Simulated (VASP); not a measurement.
# Cr (Pm-3m) in VASP: notebook, part 2 of 2

VASP 6.6.1.

**3. Single point, PBEsol, collinear spin, ferromagnetic start**

This run uses another cell than the first one, of 12.29 Å³/atom, 1.045 times its volume.

Input file INCAR:

```
ALGO     = Normal         # electronic algorithm
EDIFF    = 1E-7           # SCF threshold, eV
ENCUT    = 520            # plane-wave cutoff, eV
GGA      = PS             # functional
ISIF     = 2              # what is computed and relaxed
ISMEAR   = -1             # smearing method
ISPIN    = 2              # spin polarisation
LASPH    = True           # aspherical terms in the spheres
LCHARG   = False          # write CHGCAR
LMAXMIX  = 4              # l up to which the mixer works
LORBIT   = 11             # projections on sites
LREAL    = False          # projectors in reciprocal space
LWAVE    = False          # write WAVECAR
MAGMOM   = 3              # initial moments
NBANDS   = 16             # bands
NELM     = 150            # most SCF steps
PREC     = Accurate       # precision mode
SIGMA    = 0.05           # smearing width, eV
```

Input file KPOINTS:

```
k-points
0
Gamma
  9 9 9
```

Input file POSCAR:

```
Cr
1.0
    2.3077724901      0.0000000000      0.0000000000
    0.0000000000      2.3077724901      0.0000000000
    0.0000000000      0.0000000000      2.3077724901
Cr
1
Direct
    0.0000000000      0.0000000000      0.0000000000
```

Potentials or basis: VASP PAW PBE potentials, release 64 (Cr_pv).

The run is started by

```sh
> cat potpaw_PBE.64/Cr_pv/POTCAR > POTCAR
> mpirun -np 1 vasp_std > vasp.out
```

OUTCAR:

```text
EDIFF = 1E-7
   ENCUT = 520
   GGA = PS
   ISIF = 2
   ISMEAR = -1
   ISPIN = 2
   LASPH = True
   LORBIT = 11
   LREAL = False
   NELM = 150
   PREC = Accurate

 ion  position               nearest neighbor table
   1  0.000  0.000  0.000-

  LATTYP: Found a simple cubic cell.
 ALAT       =     2.3077724901

  Lattice vectors:

 A1 = (   2.3077724901,   0.0000000000,   0.0000000000)
 A2 = (   0.0000000000,   2.3077724901,   0.0000000000)
 A3 = (   0.0000000000,   0.0000000000,   2.3077724901)

Analysis of symmetry for initial positions (statically):
=====================================================================
 Subroutine PRICEL returns:
 Original cell was already a primitive cell.

 Routine SETGRP: Setting up the symmetry group for a
 simple cubic supercell.

 Subroutine GETGRP returns: Found 48 space group operations
[... 9 lines left out ...]

 Routine SETGRP: Setting up the symmetry group for a
 simple cubic supercell.

 Subroutine GETGRP returns: Found 48 space group operations
 (whereof 48 operations were pure point group operations)
 out of a pool of 48 trial point group operations.

The dynamic configuration has the point symmetry O_h .

Analysis of structural, dynamic, and magnetic symmetry:
=====================================================================
 Subroutine PRICEL returns:
 Original cell was already a primitive cell.

 Routine SETGRP: Setting up the symmetry group for a
 simple cubic supercell.

 Subroutine GETGRP returns: Found 48 space group operations
 (whereof 48 operations were pure point group operations)
 out of a pool of 48 trial point group operations.

The overall configuration has the point symmetry O_h .

 Subroutine INISYM returns: Found 48 space group operations
[... 5 lines left out ...]
                                     Primitive cell

  volume of cell :      12.2908

  direct lattice vectors                    reciprocal lattice vectors
     2.307772490  0.000000000  0.000000000     0.433318277  0.000000000  0.000000000
     0.000000000  2.307772490  0.000000000     0.000000000  0.433318277  0.000000000
     0.000000000  0.000000000  2.307772490     0.000000000  0.000000000  0.433318277

  length of vectors
     2.307772490  2.307772490  2.307772490     0.433318277  0.433318277  0.433318277

  position of ions in fractional coordinates (direct lattice)
     0.000000000  0.000000000  0.000000000

  ion indices of the primitive-cell ions
   primitive index   ion index
                 1           1

----------------------------------------------------------------------------------------

 KPOINTS: k-points

Automatic generation of k-mesh.
 Grid dimensions read from file:
 generate k-points for:    9    9    9

 Generating k-lattice:

  Cartesian coordinates                     Fractional coordinates (reciprocal lattice)
     0.048146475  0.000000000  0.000000000     0.111111111  0.000000000  0.000000000
     0.000000000  0.048146475  0.000000000     0.000000000  0.111111111  0.000000000
     0.000000000  0.000000000  0.048146475     0.000000000  0.000000000  0.111111111

  Length of vectors
     0.048146475  0.048146475  0.048146475

  Shift w.r.t. Gamma in fractional coordinates (k-lattice)
     0.000000000  0.000000000  0.000000000

 Subroutine IBZKPT returns following result:
 ===========================================

 Found     35 irreducible k-points:

 Following reciprocal coordinates:
            Coordinates               Weight
  0.000000  0.000000  0.000000      1.000000
  0.111111  0.000000  0.000000      6.000000
  0.222222  0.000000  0.000000      6.000000
  0.333333  0.000000  0.000000      6.000000
  0.444444  0.000000  0.000000      6.000000
  0.111111  0.111111  0.000000     12.000000
[... 16 lines left out ...]
  0.333333  0.333333  0.111111     24.000000
  0.444444  0.333333  0.111111     48.000000
 [... further k-points ...]
   k-points           NKPTS =     35   k-points in BZ     NKDIM =     35   number of bands    NBANDS=     16
   number of dos      NEDOS =    301   number of ions     NIONS =      1
   total plane-waves  NPLWV =   5832
   dimension x,y,z NGX =    18 NGY =   18 NGZ =   18
   dimension x,y,z NGXF=    36 NGYF=   36 NGZF=   36
   ions per type =               1
   NGX,Y,Z   is equivalent  to a cutoff of  12.97, 12.97, 12.97 a.u.
   NGXF,Y,Z  is equivalent  to a cutoff of  25.93, 25.93, 25.93 a.u.
 SYSTEM =  unknown system
   PREC   = accura    normal or accurate (medium, high low for compatibility)
   ISTART =      0    job   : 0-new  1-cont  2-samecut
   ICHARG =      2    charge: 1-file 2-atom 10-const
   ISPIN  =      2    spin polarized calculation?
   LNONCOLLINEAR =      F non collinear calculations
   LSORBIT =      F    spin-orbit coupling
   LASPH  =      T    aspherical Exc in radial PAW
   ENCUT  =  520.0 eV  38.22 Ry    6.18 a.u.   4.29  4.29  4.29*2*pi/ulx,y,z
   NELM   =    150;   NELMIN=  2; NELMDL= -5     # of ELM steps
   EDIFF  = 0.1E-06   stopping-criterion for ELM
   LREAL  =      F    real-space projection
   EDIFFG = 0.1E-05   stopping-criterion for IOM
   NSW    =      0    number of steps for IOM
   IBRION =     -1    ionic relax: 0-MD 1-quasi-New 2-CG
   NFREE  =      0    steps in history (QN), initial steepest desc. (CG)
   ISIF   =      2    stress and relaxation
   ISYM   =      2    0-nonsym 1-usesym 2-fastsym
   POTIM  = 0.5000    time-step for ionic-motion
   TEBEG  =    0.0;   TEEND  =   0.0 temperature during run
   PSTRESS=    0.0 pullay stress
   NELECT =      12.0000    total number of electrons
   NUPDOWN=      -1.0000    fix difference up-down
   EMIN   =  10.00;   EMAX   =-10.00  energy-range for DOS
   EFERMI =   0.00;   METHOD = LEGACY
   ISMEAR =    -1;   SIGMA  =   0.05  broadening in eV -4-tet -1-fermi 0-gaus
   EFERMI_NEDOS =   21; number of points for ismear=-14 and -15
   IALGO  =     38    algorithm
   IMIX   =      4    mixing-type and parameters
     AMIX     =   0.40;   BMIX     =  1.00
     AMIX_MAG =   1.60;   BMIX_MAG =  1.00
  volume/ion in A,a.u.               =      12.29        82.94
  Fermi-wavevector in a.u.,A,eV,Ry     =   1.624086  3.069077 35.887463  2.637654
  Thomas-Fermi vector in A             =   2.717430
   LORBIT       =     11    0 simple, 1 ext, 2 COOP (PROOUT), +10 PAW based schemes
   GGA     = PS    functional components
   LHFCALC =     F    Hartree Fock is set to
   AEXX    =    0.0000 exact exchange contribution
   IVDW    =     0    specifies the selected vdW correction
   LEPSILON=     F    determine dielectric tensor
   LRPA    =     F    only Hartree local field effects (RPA)
 spin polarized calculation
  energy-cutoff  :      520.00
  volume of cell :       12.29
 maximum number of plane-waves:       341
 NGX is ok and might be reduce to    18
   NGX =  9   NGY =  9   NGZ =  9

 number of electron      11.9999990 magnetization       0.0001030

 Free energy of the ion-electron system (eV)
  ---------------------------------------------------
  ext. energy  EPLUGINS =         0.00000000
  ---------------------------------------------------
  free energy    TOTEN  =        -9.18150269 eV

  energy without entropy =       -9.16715277  energy(sigma->0) =       -9.17432773

 E-fermi :  10.1191     XC(G=0): -13.3466

 val. band max:       10.1165554242   @ k =   0.4444   0.1111   0.1111
 cond. band min:      10.1983661301   @ k =   0.3333   0.3333   0.2222
 fundamental gap:      0.0818107058
 Fermi energy:        10.1191473439

 spin component 1

 k-point     1 :       0.0000    0.0000    0.0000
  band No.  band energies     occupation
      1     -32.2785      1.00000
      2     -32.2785      1.00000
      3     -32.2785      1.00000
      4       2.5230      1.00000
      5       6.7075      1.00000
      6       6.7075      1.00000
[... 433 lines left out ...]
      3     -32.2304      1.00000
      4       6.0448      1.00000
      5       8.4936      1.00000
      6      10.1104      0.54347
[... 8 lines left out ...]
     15      38.3938      0.00000
     16      40.7043      0.00000

 [... further k-points ...]

 spin component 2

 k-point     1 :       0.0000    0.0000    0.0000
  band No.  band energies     occupation
      1     -32.2784      1.00000
      2     -32.2784      1.00000
      3     -32.2784      1.00000
      4       2.5231      1.00000
      5       6.7075      1.00000
      6       6.7076      1.00000
[... 433 lines left out ...]
      3     -32.2303      1.00000
      4       6.0449      1.00000
      5       8.4937      1.00000
      6      10.1105      0.54297
[... 8 lines left out ...]
     15      38.3938      0.00000
     16      40.7043      0.00000

 [... further k-points ...]
[... 5 lines left out ...]
  --------------------------------------------------------------------------------------
  -------------------------------------------------------------------------------------
  Total       -0.0091753     -0.0091753     -0.0091753     -0.0000000     -0.0000000     -0.0000000
  in kB       -1.1960557     -1.1960557     -1.1960557     -0.0000000     -0.0000000     -0.0000000
  external PRESSURE =      -1.1960557 kB  Pullay stress =       0.0000000 kB

 VOLUME and BASIS-vectors are now :
 -----------------------------------------------------------------------------
  energy-cutoff  :      520.00
  volume of cell :       12.29
      direct lattice vectors                 reciprocal lattice vectors
     2.307772490  0.000000000  0.000000000     0.433318277  0.000000000  0.000000000
     0.000000000  2.307772490  0.000000000     0.000000000  0.433318277  0.000000000
     0.000000000  0.000000000  2.307772490     0.000000000  0.000000000  0.433318277

 POSITION                                       TOTAL-FORCE (eV/Angst)
 -----------------------------------------------------------------------------------
      0.00000      0.00000      0.00000         0.000000      0.000000      0.000000
 -----------------------------------------------------------------------------------
    total drift:                                0.000000      0.000000      0.000000

  FREE ENERGIE OF THE ION-ELECTRON SYSTEM (eV)
  ---------------------------------------------------
  free  energy   TOTEN  =        -9.1815026925 eV

  energy  without entropy=       -9.1671527659  energy(sigma->0) =       -9.17432773

 total charge

# of ion       s       p       d       tot
------------------------------------------
    1        0.445   6.316   4.397  11.159

 magnetization (x)

# of ion       s       p       d       tot
------------------------------------------
    1       -0.000   0.000   0.000   0.000
```

It took 7.7 s on 1 thread of Intel Xeon 6975P-C (Granite Rapids), shared host; peak memory 0.13 GiB.

What came out:

| Item | Value |
| --- | --- |
| Free energy | -9.1815 eV |
| Pressure | -0.1 GPa |
| Band gap on the k mesh | zero (filled and empty bands overlap) |
| Net moment | 0.00 μB per cell |
| Valence electrons inside the program's atomic spheres | Cr 11.16 |

Caveat: the starting moments collapsed, and a magnetic state may lie lower; the PAW data sets were made with another functional, which shifts forces and pressure a little.

**4. Relaxation of cell and atoms, PBEsol, collinear spin, ferromagnetic start**

This run uses another cell than the first one, of 13.14 Å³/atom, 1.117 times its volume.

Input file INCAR:

```
SYSTEM = Cr
ALGO = Normal
EDIFF = 1E-6
EDIFFG = -0.01
ENCUT = 600
GGA = PS
IBRION = 2
ISIF = 3
ISMEAR = -1
ISPIN = 2
LASPH = .TRUE.
LCHARG = .FALSE.
LMAXMIX = 4
LORBIT = 11
LREAL = .FALSE.
LWAVE = .FALSE.
MAGMOM = 3
NELM = 150
NSW = 60
PREC = Accurate
SIGMA = 0.05
```

Input file KPOINTS:

```
k-points
0
G
  9 9 9
  0 0 0
```

Input file POSCAR:

```
Cr
1.0
    2.3600000000      0.0000000000      0.0000000000
    0.0000000000      2.3600000000      0.0000000000
    0.0000000000      0.0000000000      2.3600000000
Cr
1
Direct
    0.0000000000      0.0000000000      0.0000000000
```

The run is started by

```sh
> cat potpaw_PBE.64/Cr_pv/POTCAR > POTCAR
> mpirun -np 1 vasp_std > vasp.out
```

Run time: 18 s. Hardware: 1 thread of Intel Xeon 6975P-C (Granite Rapids), shared host; peak memory 0.14 GiB.

The run converged. Its results:

```
Free energy                                           : -9.1822 eV
Relaxed volume                                        : 12.27 Å³/atom
Relaxed cell                                          : a = 2.307 Å, b = 2.307 Å, c = 2.307 Å, α = 90.00°, β = 90.00°, γ = 90.00°
Space group after relaxing (to 0.05 Å)                : Pm-3m (No. 221)
Energy gained by relaxing                             : 35.7 meV/atom
Ionic steps                                           : 4
Pressure after relaxing                               : 0.0 GPa
Band gap on the k mesh                                : zero (filled and empty bands overlap)
Net moment                                            : 0.00 μB per cell
Valence electrons inside the program's atomic spheres : Cr 11.16
```

The path:
| step | energy change (eV) | largest force (eV/Å) | pressure (GPa) | volume (Å³) |
| --- | --- | --- | --- | --- |
| 1 | 0.0000 | 0.0000 | -12.42 | 13.14 |
| 2 | 0.0234 | 0.0000 | 20.96 | 11.30 |
| 3 | -0.0357 | 0.0000 | -0.23 | 12.29 |
| 4 | -0.0357 | 0.0000 | 0.05 | 12.27 |

Final structure:
```cif
data_structure
_symmetry_space_group_name_H-M 'P 1'
_symmetry_Int_Tables_number 1
_cell_length_a 2.3067
_cell_length_b 2.3067
_cell_length_c 2.3067
_cell_angle_alpha 90.000
_cell_angle_beta 90.000
_cell_angle_gamma 90.000
_cell_volume 12.27
loop_
_atom_site_label
_atom_site_type_symbol
_atom_site_fract_x
_atom_site_fract_y
_atom_site_fract_z
_atom_site_occupancy
Cr1 Cr 0.00000 0.00000 0.00000 1
```

Levels at points of the mesh, in eV from the Fermi level:
Spin up:
```csv
k point,band 4,band 5,band 6,band 7,band 8,band 9
"(0.00, 0.00, 0.00)",-7.60,-3.42,-3.42,2.52,2.52,2.52
```
Spin down:
| k point | band 4 | band 5 | band 6 | band 7 | band 8 | band 9 |
| --- | --- | --- | --- | --- | --- | --- |
| (0.00, 0.00, 0.00) | -7.60 | -3.42 | -3.42 | 2.52 | 2.52 | 2.52 |

Caveat: the starting moments collapsed, and a magnetic state may lie lower; the PAW data sets were made with another functional, which shifts forces and pressure a little.

**5. Relaxation of cell and atoms, PBEsol, collinear spin, ferromagnetic start, target pressure 10 GPa, at which the enthalpy is minimised**

This run uses another cell than the first one, of 13.14 Å³/atom, 1.117 times its volume.

Input file INCAR:

```
SYSTEM = Cr
PREC = Accurate ; ENCUT = 600
EDIFF = 1E-6 ; ISMEAR = -1
SIGMA = 0.05 ; LREAL = .FALSE.
LASPH = .TRUE. ; NELM = 150
ALGO = Normal ; ISIF = 3
LWAVE = .FALSE. ; LCHARG = .FALSE.
ISPIN = 2 ; MAGMOM = 3
LORBIT = 11 ; LMAXMIX = 4
GGA = PS ; IBRION = 2
NSW = 60 ; EDIFFG = -0.01
PSTRESS = 100.0
```

Input file KPOINTS:

```
regular mesh
0
G
  9 9 9
  0 0 0
```

POSCAR is that of step 4.

The run is started by

```sh
> cat potpaw_PBE.64/Cr_pv/POTCAR > POTCAR
> mpirun -np 1 vasp_std > vasp.out
```

Wall time 25 s (1 thread of Intel Xeon 6975P-C (Granite Rapids), shared host); peak memory 0.14 GiB.

The run converged. Its results:

| Item | Value |
| --- | --- |
| Free energy | -9.1666 eV |
| Relaxed volume | 11.76 Å³/atom |
| Relaxed cell | a = 2.274 Å, b = 2.274 Å, c = 2.274 Å, α = 90.00°, β = 90.00°, γ = 90.00° |
| Space group after relaxing (to 0.05 Å) | Pm-3m (No. 221) |
| Energy change on relaxing (the enthalpy is what falls) | -20.1 meV/atom |
| Ionic steps | 7 |
| Pressure after relaxing | 10.0 GPa |
| Band gap on the k mesh | zero (filled and empty bands overlap) |
| Net moment | 0.00 μB per cell |
| Valence electrons inside the program's atomic spheres | Cr 11.25 |

Step by step:
| step | energy change (eV) | largest force (eV/Å) | pressure (GPa) | volume (Å³) |
| --- | --- | --- | --- | --- |
| 1 | 0.0000 | 0.0000 | -12.42 | 13.14 |
| 2 | 0.3850 | 0.0000 | 69.90 | 9.95 |
| 3 | -0.0235 | 0.0000 | 8.68 | 11.81 |
| 4 | -0.0206 | 0.0000 | 9.81 | 11.76 |
| 5 | -0.0189 | 0.0000 | 10.39 | 11.74 |
| 6 | -0.0216 | 0.0000 | 9.49 | 11.78 |
| 7 | -0.0201 | 0.0000 | 9.99 | 11.76 |

Final structure:
```xyz
1
Lattice="2.2738 0.0000 0.0000 0.0000 2.2738 0.0000 0.0000 0.0000 2.2738" Properties=species:S:1:pos:R:3 pbc="T T T"
Cr    0.0000    0.0000    0.0000
```

Levels at points of the mesh, in eV from the Fermi level:
Spin up:
```tsv
k point	band 2	band 3	band 4	band 5	band 6	band 7	band 8	band 9	band 10	band 11
(0.00, 0.00, 0.00)	-42.33	-42.33	-7.75	-3.61	-3.61	2.68	2.68	2.68	7.51	20.57
```
Spin down:
| k point | band 3 | band 4 | band 5 | band 6 | band 7 | band 8 | band 9 | band 10 |
| --- | --- | --- | --- | --- | --- | --- | --- | --- |
| (0.00, 0.00, 0.00) | -42.33 | -7.75 | -3.61 | -3.61 | 2.68 | 2.68 | 2.68 | 7.51 |

Caveat: the starting moments collapsed, and a magnetic state may lie lower; the cell is relaxed towards a set pressure, so the enthalpy falls and the energy may rise; the PAW data sets were made with another functional, which shifts forces and pressure a little.
